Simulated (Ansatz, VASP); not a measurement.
Two plane-wave programs on W

Contents of POSCAR:

```
W
1.0
    0.0000000000      2.0300000000      2.0300000000
    2.0300000000      0.0000000000      2.0300000000
    2.0300000000      2.0300000000      0.0000000000
W
1
Direct
    0.0000000000      0.0000000000      0.0000000000
```

File INCAR.step1:

```
ALGO     = Normal         # electronic algorithm
EDIFF    = 1E-4           # SCF threshold, eV
ENCUT    = 520            # plane-wave cutoff, eV
GGA      = PE             # functional
ISMEAR   = 0              # smearing method
LASPH    = True           # aspherical terms in the spheres
LCHARG   = False          # write CHGCAR
LREAL    = False          # projectors in reciprocal space
LWAVE    = True           # write WAVECAR
NBANDS   = 13             # bands
NELM     = 60             # most SCF steps
PREC     = Accurate       # precision mode
SIGMA    = 0.1            # smearing width, eV
```

INCAR.step2

```
ALGO     = Normal         # electronic algorithm
EDIFF    = 1E-7           # SCF threshold, eV
ENCUT    = 520            # plane-wave cutoff, eV
ISIF     = 2              # what is computed and relaxed
ISMEAR   = 0              # smearing method
ISTART   = 1            
LASPH    = True           # aspherical terms in the spheres
LCHARG   = False          # write CHGCAR
LMIXTAU  = True         
LREAL    = False          # projectors in reciprocal space
LWAVE    = False          # write WAVECAR
METAGGA  = R2SCAN         # meta-GGA
NBANDS   = 13             # bands
NELM     = 60             # most SCF steps
PREC     = Accurate       # precision mode
SIGMA    = 0.1            # smearing width, eV
```

The input KPOINTS:

```
k-points
0
Gamma
  18 18 18
```

Input for Ansatz:

```yaml
crystal:
  lattice:
    - [0.0, 2.03, 2.03]
    - [2.03, 0.0, 2.03]
    - [2.03, 2.03, 0.0]
  atoms:
    - { symbol: W, position: [0.0, 0.0, 0.0] }
basis:
  ecutwfc: 500
kpoints:
  mp_grid: { grid: [18, 18, 18] }
hamiltonian:
  xc: r2scan
scf:
  occupations: { method: gaussian, width: 0.1 }
output:
  forces: true
  stress: true
  eigenvalues: true
  populations: true
```

Alike in both runs: task single point; functional r2SCAN; k mesh 18 × 18 × 18; occupations gaussian, width 0.1 eV; no spin polarisation.

|  | VASP | Ansatz |
| --- | --- | --- |
| version | VASP 6.6.1 | Ansatz 0.2.0 |
| potentials or method | VASP PAW PBE potentials, release 64 (W_sv), cutoff 520 eV | scalar-relativistic, plane waves, PAW |
| valence electrons in the cell | 14 | 14 |

```csv
,VASP,Ansatz,Ansatz less VASP
gap on the k mesh at the Fermi level (eV),none,none,-
pressure (GPa),-8.1,-9.1,-0.95
```

VASP's potentials were made for PBE, not for r2SCAN. A gap of «none» marks a metal or a gap that the smearing closes.

Neither program's run includes spin-orbit coupling.
